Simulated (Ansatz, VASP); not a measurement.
**Mg6O5: VASP beside Ansatz**

INCAR

```
SYSTEM = Mg6O5
  PREC = Accurate
  ENCUT = 520
  EDIFF = 1E-6
  ISMEAR = 0
  SIGMA = 0.05
  LREAL = .False.
  LASPH = .True.
  NELM = 80
  ALGO = Normal
  ISIF = 2
  LWAVE = .False.
  LCHARG = .False.
  GGA = PS
  NBANDS = 32
```

The input KPOINTS:

```
Automatic mesh
0
Gamma
  4 4 4
  0 0 0
```

POSCAR

```
Mg6O5
1.0
    5.5908553621      0.0000000000      0.0000000000
    0.0000000000      5.5908553621      0.0000000000
    0.0000000000      0.0000000000      5.5908553621
Mg O
6 5
Direct
    0.2500000000      0.0000000000      0.5000000000
    0.0000000000      0.5000000000      0.2500000000
    0.5000000000      0.7500000000      0.0000000000
    0.7500000000      0.0000000000      0.5000000000
    0.0000000000      0.5000000000      0.7500000000
    0.5000000000      0.2500000000      0.0000000000
    0.5000000000      0.0000000000      0.2500000000
    0.0000000000      0.7500000000      0.5000000000
    0.7500000000      0.4373977724      0.0000000000
    0.5000000000      0.0000000000      0.7500000000
    0.0000000000      0.2500000000      0.5000000000
```

Input for Ansatz:

```yaml
crystal:
  lattice:
    - [5.5908553621, 0.0, 0.0]
    - [0.0, 5.5908553621, 0.0]
    - [0.0, 0.0, 5.5908553621]
  atoms:
    - { symbol: Mg, position: [0.25, 0.0, 0.5] }
    - { symbol: Mg, position: [0.0, 0.5, 0.25] }
    - { symbol: Mg, position: [0.5, 0.75, 0.0] }
    - { symbol: Mg, position: [0.75, 0.0, 0.5] }
    - { symbol: Mg, position: [0.0, 0.5, 0.75] }
    - { symbol: Mg, position: [0.5, 0.25, 0.0] }
    - { symbol: O, position: [0.5, 0.0, 0.25] }
    - { symbol: O, position: [0.0, 0.75, 0.5] }
    - { symbol: O, position: [0.75, 0.4373977724, 0.0] }
    - { symbol: O, position: [0.5, 0.0, 0.75] }
    - { symbol: O, position: [0.0, 0.25, 0.5] }
basis:
  ecutwfc: 420
kpoints:
  mp_grid: { grid: [4, 4, 4] }
hamiltonian:
  xc: pbesol
  pseudopotentials: { kind: paw, azcp: { folder: soft_1 } }
scf:
  occupations: { method: gaussian, width: 0.05 }
output:
  forces: true
  stress: true
  eigenvalues: true
  write_density: true
  write_potential: true
  elf: true
  volumetric_format: npy
```

Change from the starting cell: O vacancy; atom 9 moved 0.000 of the way to it and -0.350 Å across, host rigid.

Alike in both runs: task single point; functional PBEsol; k mesh 4 × 4 × 4; occupations gaussian, width 0.05 eV; no spin polarisation.

```csv
,VASP,Ansatz
version,VASP 6.6.1,Ansatz 0.2.0
potentials or method,"VASP PAW PBE potentials, release 64 (Mg, O), cutoff 520 eV","scalar-relativistic, plane waves, PAW"
valence electrons in the cell,42,90
```

VASP gave:

```
gap on the k mesh at the Fermi level (eV)                     : 1.11
least direct gap on the mesh (eV)                             : 1.86
pressure (GPa)                                                : 0.9
traceless stress, the component that is largest in VASP (GPa) : 3.15
rms of the force components (eV/Å)                            : 0.925
```

**Question.** Which values does Ansatz return?

**Answer.** gap on the k mesh at the Fermi level (eV): 1.10; least direct gap on the mesh (eV): 1.86; pressure (GPa): 1.0; traceless stress, the component that is largest in VASP (GPa): 3.06; rms of the force components (eV/Å): 0.898.

VASP's potentials were made for PBE, not for PBEsol, and Ansatz warns of the same on its side. Atom by atom the forces differ by 0.027 eV/Å (rms over components). VASP's potentials hold 42 valence electrons a cell and Ansatz's 90, so a difference there can come from the potentials and not from the codes.
